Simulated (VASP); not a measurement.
# Be (Fm-3m) in VASP: further runs

The runs below take Be through single point, with r2SCAN.

Everything below comes from runs of VASP 6.6.1. Logs are shortened: lines on timing, memory, paths and dates and some standing lists are left out, and cuts for length are marked.

## (1) The cell of the first run

It takes space group Fm-3m (No. 225, cubic). The conventional cell has a = 3.156 Å, b = 3.156 Å, c = 3.156 Å, α = 90.00°, β = 90.00°, γ = 90.00°. Be (site symmetry m-3m) has 12 Be at 2.23 Å within 3.0 Å.

## (2) Single point, r2SCAN

File POSCAR:

```
Be
1.0
    0.0000000000      1.5782321069      1.5782321069
    1.5782321069      0.0000000000      1.5782321069
    1.5782321069      1.5782321069      0.0000000000
Be
1
Direct
    0.0000000000      0.0000000000      0.0000000000
```

File INCAR.step1:

```
SYSTEM = Be
PREC = Accurate
ENCUT = 520
ISMEAR = 0
SIGMA = 0.01
LREAL = .FALSE.
LASPH = .TRUE.
NELM = 100
NBANDS = 7
GGA = PE
ALGO = Normal
EDIFF = 1E-4
LWAVE = .TRUE.
LCHARG = .FALSE.
```

File INCAR.step2:

```
SYSTEM = Be
PREC = Accurate
ENCUT = 520
EDIFF = 1E-7
ISMEAR = 0
SIGMA = 0.01
LREAL = .FALSE.
LASPH = .TRUE.
NELM = 100
ALGO = Normal
ISIF = 2
LWAVE = .FALSE.
LCHARG = .FALSE.
METAGGA = R2SCAN
LMIXTAU = .TRUE.
NBANDS = 7
ISTART = 1
```

File KPOINTS:

```
regular mesh
0
G
  20 20 20
  0 0 0
```

Potentials or basis: VASP PAW PBE potentials, release 64 (Be).

Launch:

```bash
$ cat potpaw_PBE.64/Be/POTCAR > POTCAR
$ cp INCAR.step1 INCAR
$ mpirun -np 1 vasp_std > vasp.out
$ cp INCAR.step2 INCAR
$ mpirun -np 1 vasp_std > vasp.out
```

OUTCAR:

```text
SYSTEM = Be
   PREC = Accurate
   ENCUT = 520
   EDIFF = 1E-7
   ISMEAR = 0
   LREAL = .FALSE.
   LASPH = .TRUE.
   NELM = 100
   ISIF = 2
   METAGGA = R2SCAN
   ISTART = 1

 ion  position               nearest neighbor table
   1  0.000  0.000  0.000-

  LATTYP: Found a face centered cubic cell.
 ALAT       =     3.1564642138

  Lattice vectors:

 A1 = (   0.0000000000,   1.5782321069,   1.5782321069)
 A2 = (   1.5782321069,   0.0000000000,   1.5782321069)
 A3 = (   1.5782321069,   1.5782321069,   0.0000000000)

Analysis of symmetry for initial positions (statically):
=====================================================================
 Subroutine PRICEL returns:
 Original cell was already a primitive cell.

 Routine SETGRP: Setting up the symmetry group for a
 face centered cubic supercell.

 Subroutine GETGRP returns: Found 48 space group operations
 (whereof 48 operations were pure point group operations)
 out of a pool of 48 trial point group operations.

The static configuration has the point symmetry O_h .

Analysis of symmetry for dynamics (positions and initial velocities):
=====================================================================
 Subroutine PRICEL returns:
 Original cell was already a primitive cell.

 Routine SETGRP: Setting up the symmetry group for a
 face centered cubic supercell.

 Subroutine GETGRP returns: Found 48 space group operations
 (whereof 48 operations were pure point group operations)
 out of a pool of 48 trial point group operations.

The dynamic configuration has the point symmetry O_h .

 Subroutine INISYM returns: Found 48 space group operations
 (whereof 48 operations are pure point group operations),
 and found     1 'primitive' translations

----------------------------------------------------------------------------------------

                                     Primitive cell

  volume of cell :       7.8622

  direct lattice vectors                    reciprocal lattice vectors
     0.000000000  1.578232107  1.578232107    -0.316810181  0.316810181  0.316810181
     1.578232107  0.000000000  1.578232107     0.316810181 -0.316810181  0.316810181
     1.578232107  1.578232107  0.000000000     0.316810181  0.316810181 -0.316810181

  length of vectors
     2.231957250  2.231957250  2.231957250     0.548731330  0.548731330  0.548731330

  position of ions in fractional coordinates (direct lattice)
     0.000000000  0.000000000  0.000000000

  ion indices of the primitive-cell ions
   primitive index   ion index
                 1           1

----------------------------------------------------------------------------------------

 KPOINTS: regular mesh

Automatic generation of k-mesh.
 Grid dimensions read from file:
 generate k-points for:   20   20   20

 Generating k-lattice:

  Cartesian coordinates                     Fractional coordinates (reciprocal lattice)
    -0.015840509  0.015840509  0.015840509     0.050000000  0.000000000  0.000000000
     0.015840509 -0.015840509  0.015840509     0.000000000  0.050000000  0.000000000
     0.015840509  0.015840509 -0.015840509     0.000000000  0.000000000  0.050000000

  Length of vectors
     0.027436567  0.027436567  0.027436567

  Shift w.r.t. Gamma in fractional coordinates (k-lattice)
     0.000000000  0.000000000  0.000000000

 Subroutine IBZKPT returns following result:
 ===========================================

 Found    256 irreducible k-points:

 Following reciprocal coordinates:
            Coordinates               Weight
  0.000000  0.000000  0.000000      1.000000
  0.050000  0.000000  0.000000      8.000000
  0.100000  0.000000  0.000000      8.000000
  0.150000  0.000000  0.000000      8.000000
  0.200000  0.000000  0.000000      8.000000
  0.250000  0.000000  0.000000      8.000000
[... 16 lines left out ...]
 -0.400000  0.050000  0.000000     24.000000
 -0.350000  0.050000  0.000000     24.000000
 [... further k-points ...]
   k-points           NKPTS =    256   k-points in BZ     NKDIM =    256   number of bands    NBANDS=      7
   number of dos      NEDOS =    301   number of ions     NIONS =      1
   total plane-waves  NPLWV =   5832
   dimension x,y,z NGX =    18 NGY =   18 NGZ =   18
   dimension x,y,z NGXF=    36 NGYF=   36 NGZF=   36
   ions per type =               1
   NGX,Y,Z   is equivalent  to a cutoff of  13.41, 13.41, 13.41 a.u.
   NGXF,Y,Z  is equivalent  to a cutoff of  26.81, 26.81, 26.81 a.u.
 SYSTEM =  Be
   PREC   = accura    normal or accurate (medium, high low for compatibility)
   ISTART =      1    job   : 0-new  1-cont  2-samecut
   ICHARG =      0    charge: 1-file 2-atom 10-const
   ISPIN  =      1    spin polarized calculation?
   LNONCOLLINEAR =      F non collinear calculations
   LSORBIT =      F    spin-orbit coupling
   LASPH  =      T    aspherical Exc in radial PAW
   ENCUT  =  520.0 eV  38.22 Ry    6.18 a.u.   4.15  4.15  4.15*2*pi/ulx,y,z
   NELM   =    100;   NELMIN=  2; NELMDL=  0     # of ELM steps
   EDIFF  = 0.1E-06   stopping-criterion for ELM
   LREAL  =      F    real-space projection
   EDIFFG = 0.1E-05   stopping-criterion for IOM
   NSW    =      0    number of steps for IOM
   IBRION =     -1    ionic relax: 0-MD 1-quasi-New 2-CG
   NFREE  =      0    steps in history (QN), initial steepest desc. (CG)
   ISIF   =      2    stress and relaxation
   ISYM   =      2    0-nonsym 1-usesym 2-fastsym
   POTIM  = 0.5000    time-step for ionic-motion
   TEBEG  =    0.0;   TEEND  =   0.0 temperature during run
   PSTRESS=    0.0 pullay stress
   NELECT =       2.0000    total number of electrons
   NUPDOWN=      -1.0000    fix difference up-down
   EMIN   =  10.00;   EMAX   =-10.00  energy-range for DOS
   EFERMI =   0.00;   METHOD = LEGACY
   ISMEAR =     0;   SIGMA  =   0.01  broadening in eV -4-tet -1-fermi 0-gaus
   EFERMI_NEDOS =   21; number of points for ismear=-14 and -15
   IALGO  =     38    algorithm
   IMIX   =      4    mixing-type and parameters
     AMIX     =   0.40;   BMIX     =  1.00
     AMIX_MAG =   1.60;   BMIX_MAG =  1.00
  volume/ion in A,a.u.               =       7.86        53.06
  Fermi-wavevector in a.u.,A,eV,Ry     =   1.037299  1.960211 14.639722  1.075989
  Thomas-Fermi vector in A             =   2.171730
   LORBIT       =      0    0 simple, 1 ext, 2 COOP (PROOUT), +10 PAW based schemes
   METAGGA = R2SCAN    functional components
   LHFCALC =     F    Hartree Fock is set to
   AEXX    =    0.0000 exact exchange contribution
   IVDW    =     0    specifies the selected vdW correction
   LEPSILON=     F    determine dielectric tensor
   LRPA    =     F    only Hartree local field effects (RPA)
 non-spin polarized calculation
 Gauss-broadening in eV      SIGMA  =   0.01
  energy-cutoff  :      520.00
  volume of cell :        7.86
 maximum number of plane-waves:       222
 NGX is ok and might be reduce to    18
   NGX =  9   NGY =  9   NGZ =  9

 number of electron       2.0000000 magnetization

 Free energy of the ion-electron system (eV)
  ---------------------------------------------------
  ext. energy  EPLUGINS =         0.00000000
  ---------------------------------------------------
  free energy    TOTEN  =        -4.25525525 eV

  energy without entropy =       -4.25524987  energy(sigma->0) =       -4.25525256

 E-fermi :   7.6824     XC(G=0): -11.2802

 val. band max:        7.6338368679   @ k =  -0.3000   0.4500   0.2000
 cond. band min:       7.6893251529   @ k =  -0.3500   0.3500   0.0000
 fundamental gap:      0.0554882850
 Fermi energy:         7.6824390611

 k-point     1 :       0.0000    0.0000    0.0000
  band No.  band energies     occupation
      1      -5.0983      2.00000
      2      28.8154      0.00000
      3      28.8154      0.00000
      4      28.8154      0.00000
      5      38.2601      0.00000
      6      38.2601      0.00000
      7      38.2601      0.00000

 k-point     2 :       0.0500    0.0000    0.0000
  band No.  band energies     occupation
      1      -5.0087      2.00000
      2      28.0411      0.00000
      3      28.6505      0.00000
      4      28.6505      0.00000
      5      37.2366      0.00000
      6      38.5682      0.00000
      7      38.5682      0.00000

 k-point     3 :       0.1000    0.0000    0.0000
  band No.  band energies     occupation
      1      -4.7397      2.00000
      2      25.9871      0.00000
      3      28.2270      0.00000
      4      28.2270      0.00000
      5      36.5756      0.00000
      6      39.3540      0.00000
      7      39.3540      0.00000

 k-point     4 :       0.1500    0.0000    0.0000
  band No.  band energies     occupation
      1      -4.2917      2.00000
      2      23.2731      0.00000
      3      27.6850      0.00000
      4      27.6850      0.00000
      5      36.6638      0.00000
      6      40.1514      0.00000
      7      40.1514      0.00000

 k-point     5 :       0.2000    0.0000    0.0000
  band No.  band energies     occupation
      1      -3.6658      2.00000
      2      20.3686      0.00000
      3      27.1388      0.00000
      4      27.1388      0.00000
      5      37.1855      0.00000
      6      40.0899      0.00000
      7      40.0899      0.00000

 k-point     6 :       0.2500    0.0000    0.0000
  band No.  band energies     occupation
      1      -2.8652      2.00000
      2      17.4997      0.00000
      3      26.6550      0.00000
      4      26.6550      0.00000
      5      37.8692      0.00000
      6      39.0831      0.00000
      7      39.0831      0.00000

 k-point     7 :       0.3000    0.0000    0.0000
  band No.  band energies     occupation
      1      -1.8987      2.00000
      2      14.7750      0.00000
      3      26.2645      0.00000
      4      26.2645      0.00000
      5      37.8602      0.00000
      6      37.8602      0.00000
      7      38.2689      0.00000
[... 121 lines left out ...]
 k-point    20 :       0.4500    0.0500    0.0000
  band No.  band energies     occupation
      1       1.2697      2.00000
      2       8.8759      0.00000
      3      25.0174      0.00000
      4      25.6731      0.00000
      5      33.4507      0.00000
      6      36.4475      0.00000
      7      39.6647      0.00000

 k-point    21 :       0.5000    0.0500    0.0000
  band No.  band energies     occupation
      1       2.0719      2.00000
      2       7.7323      0.00000
      3      25.2181      0.00000
      4      25.3011      0.00000
      5      33.4298      0.00000
      6      35.8916      0.00000
      7      39.5242      0.00000

 k-point    22 :      -0.4500    0.0500    0.0000
  band No.  band energies     occupation
      1       1.8868      2.00000
      2       7.9849      0.00000
      3      25.0113      0.00000
      4      25.5227      0.00000
      5      33.7177      0.00000
      6      35.6513      0.00000
      7      39.6312      0.00000

 k-point    23 :      -0.4000    0.0500    0.0000
  band No.  band energies     occupation
      1       0.8936      2.00000
      2       9.4535      0.00000
      3      24.8307      0.00000
      4      25.9074      0.00000
      5      34.2871      0.00000
      6      35.7489      0.00000
      7      39.9649      0.00000

 k-point    24 :      -0.3500    0.0500    0.0000
  band No.  band energies     occupation
      1      -0.3072      2.00000
      2      11.5318      0.00000
      3      24.7818      0.00000
      4      26.3517      0.00000
      5      35.1021      0.00000
      6      36.1939      0.00000
      7      40.3519      0.00000

 [... further k-points ...]
[... 5 lines left out ...]
  --------------------------------------------------------------------------------------
  -------------------------------------------------------------------------------------
  Total        0.0082872      0.0082872      0.0082872      0.0000000      0.0000000      0.0000000
  in kB        1.6887946      1.6887946      1.6887946      0.0000000      0.0000000      0.0000000
  external PRESSURE =       1.6887946 kB  Pullay stress =       0.0000000 kB

 VOLUME and BASIS-vectors are now :
 -----------------------------------------------------------------------------
  energy-cutoff  :      520.00
  volume of cell :        7.86
      direct lattice vectors                 reciprocal lattice vectors
     0.000000000  1.578232107  1.578232107    -0.316810181  0.316810181  0.316810181
     1.578232107  0.000000000  1.578232107     0.316810181 -0.316810181  0.316810181
     1.578232107  1.578232107  0.000000000     0.316810181  0.316810181 -0.316810181

 POSITION                                       TOTAL-FORCE (eV/Angst)
 -----------------------------------------------------------------------------------
      0.00000      0.00000      0.00000        -0.000000     -0.000000     -0.000000
 -----------------------------------------------------------------------------------
    total drift:                                0.000000     -0.000000      0.000000

  FREE ENERGIE OF THE ION-ELECTRON SYSTEM (eV)
  ---------------------------------------------------
  free  energy   TOTEN  =        -4.2552552535 eV

  energy  without entropy=       -4.2552498700  energy(sigma->0) =       -4.25525256
```

Run time: 30 s. Hardware: 1 thread of AMD EPYC 9R45 (Zen 5), shared host; peak memory 0.09 GiB.

Results:

```
Free energy            : -4.2553 eV
Pressure               : 0.2 GPa
Band gap on the k mesh : zero (band 1 reaches 8.76 eV, above the bottom of band 2 at 7.61 eV)
```

Caveat: the PAW data sets were made with another functional, which shifts forces and pressure a little.

## (3) Single point, r2SCAN

File POSCAR:

```
Be
1.0
    0.0000000000      1.5792530517      1.5792530517
    1.5792530517      0.0000000000      1.5792530517
    1.5792530517      1.5792530517      0.0000000000
Be
1
Direct
    0.0000000000      0.0000000000      0.0000000000
```

File INCAR.step1:

```
SYSTEM = Be
ALGO = Normal
EDIFF = 1E-4
ENCUT = 520
GGA = PE
ISMEAR = 0
LASPH = .True.
LCHARG = .False.
LREAL = .False.
LWAVE = .True.
NBANDS = 7
NELM = 80
PREC = Accurate
SIGMA = 0.1
```

File INCAR.step2:

```
SYSTEM = Be
ALGO = Normal
EDIFF = 1E-6
ENCUT = 520
ISIF = 2
ISMEAR = 0
ISTART = 1
LASPH = .True.
LCHARG = .False.
LMIXTAU = .True.
LREAL = .False.
LWAVE = .False.
METAGGA = R2SCAN
NBANDS = 7
NELM = 80
PREC = Accurate
SIGMA = 0.1
```

File KPOINTS:

```
k-points
0
Gamma
  22 22 22
  0 0 0
```

Potentials or basis: VASP PAW PBE potentials, release 64 (Be).

Launch:

```bash
$ cat potpaw_PBE.64/Be/POTCAR > POTCAR
$ cp INCAR.step1 INCAR
$ mpirun -np 1 vasp_std > vasp.out
$ cp INCAR.step2 INCAR
$ mpirun -np 1 vasp_std > vasp.out
```

It took 34 s on 1 thread of AMD EPYC 9R45 (Zen 5), shared host; peak memory 0.1 GiB.

The run converged. Its results:

| Quantity | Value |
| --- | --- |
| Free energy | -4.2570 eV |
| Pressure | 0.2 GPa |
| Band gap on the k mesh | zero (band 1 reaches 8.15 eV, above the bottom of band 2 at 7.38 eV) |

Levels at points of the mesh, in eV from the Fermi level:
```csv
k point,band 1,band 2,band 3,band 4,band 5,band 6
"(0.00, 0.00, 0.00)",-12.77,21.10,21.10,21.10,30.54,30.54
"(0.50, 0.00, 0.00)",-5.64,-0.08,17.93,17.93,27.53,27.53
"(0.50, 0.50, 0.00)",-2.78,3.88,10.35,10.35,15.80,24.24
```

Caveat: the PAW data sets were made with another functional, which shifts forces and pressure a little.
